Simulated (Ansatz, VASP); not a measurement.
**Li2F: VASP beside Ansatz**

```
Li F
1.0
     4.86327    0.00000    0.00000
     0.00000    4.86327    0.00000
     0.00000    0.00000    3.13244
Li F
4 2
Direct
  0.30600 0.30600 0.00000
  0.19400 0.80600 0.50000
  0.69400 0.69400 0.00000
  0.80600 0.19400 0.50000
  0.00000 0.00000 0.00000
  0.50000 0.50000 0.50000
```

Alike in both runs: task relaxation of cell and atoms; functional PBE; k mesh 8 × 8 × 12; occupations gaussian, width 0.1 eV; no spin polarisation.

```csv
,VASP,Ansatz
version,VASP 6.6.1,Ansatz 0.2.0
potentials or method,"VASP PAW PBE potentials, release 64 (Li_sv, F), cutoff 600 eV","scalar-relativistic, plane waves, PAW"
valence electrons in the cell,26,26
```

```tsv
	VASP	Ansatz	Ansatz less VASP
gap on the k mesh at the Fermi level, each at its own relaxed structure (eV)	none	none	-
relaxed volume (Å³/atom)	14.11	15.16	+1.051
relaxed length of the cell vector where the two differ most in proportion (Å)	5.490	5.687	+0.1970
```

A gap of «none» marks a metal or a gap that the smearing closes. One of these differences is far larger than is usual between the two programs; its cause wasn't traced.

Noted on VASP's run: the cutoff is under 1.25 times that of the potentials, so the pressure is a little rough.
